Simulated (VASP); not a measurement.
CdTe:

```xyz
2
Lattice="3.8312 0.0000 0.0000 -1.9156 3.3179 0.0000 0.0000 0.0000 3.7298" Properties=species:S:1:pos:R:3 pbc="T T T"
Cd    0.0000    0.0000    0.0000
Te    1.9156    1.1060    1.8649
```

The cell was built from a structure type or drawn by symmetry, and may not be a known phase.

* Program: VASP 6.6.1
* Task: relaxation of cell and atoms
* Functional: PBE
* Potentials or basis: VASP PAW PBE potentials, release 64 (Cd, Te)
* Cutoff: 600 eV
* k mesh: 6 × 6 × 6
* Occupations: gaussian, width 0.1 eV
* Spin: no spin polarisation

At the start: pressure 15.3 GPa; volume 23.71 Å³/atom.

Question: How do energy, volume and symmetry change on relaxing?

Answer: Over 12 steps the energy falls by 257.3 meV/atom and the volume is 30.09 Å³/atom (+26.9 %); space group P-6m2 (No. 187, to 0.1 Å) before and after.

Step by step:
```csv
step,energy change (eV),largest force (eV/Å),pressure (GPa),volume (Å³)
1,0.0000,0.0000,15.34,47.41
2,-0.3863,0.0000,-3.21,64.75
3,-0.4502,0.0000,0.07,58.77
4,-0.4502,0.0000,-0.08,59.01
5,-0.4685,0.0000,-0.10,59.18
6,-0.4939,0.0000,0.10,59.41
7,-0.5077,0.0000,0.63,59.65
8,-0.5114,0.0000,0.34,59.57
9,-0.5138,0.0000,0.43,59.61
10,-0.5138,0.0000,0.44,59.61
11,-0.5134,0.0000,-0.44,60.92
12,-0.5146,0.0000,0.04,60.18
```

Final structure:
```cif
data_structure
_symmetry_space_group_name_H-M 'P 1'
_symmetry_Int_Tables_number 1
_cell_length_a 4.3384
_cell_length_b 4.3384
_cell_length_c 3.6921
_cell_angle_alpha 90.000
_cell_angle_beta 90.000
_cell_angle_gamma 120.000
_cell_volume 60.18
loop_
_atom_site_label
_atom_site_type_symbol
_atom_site_fract_x
_atom_site_fract_y
_atom_site_fract_z
_atom_site_occupancy
Cd1 Cd 0.00000 0.00000 0.00000 1
Te1 Te 0.66667 0.33333 0.50000 1
```

Caveat: the volume moved by over 15 % at a fixed basis, so the end points are rough.
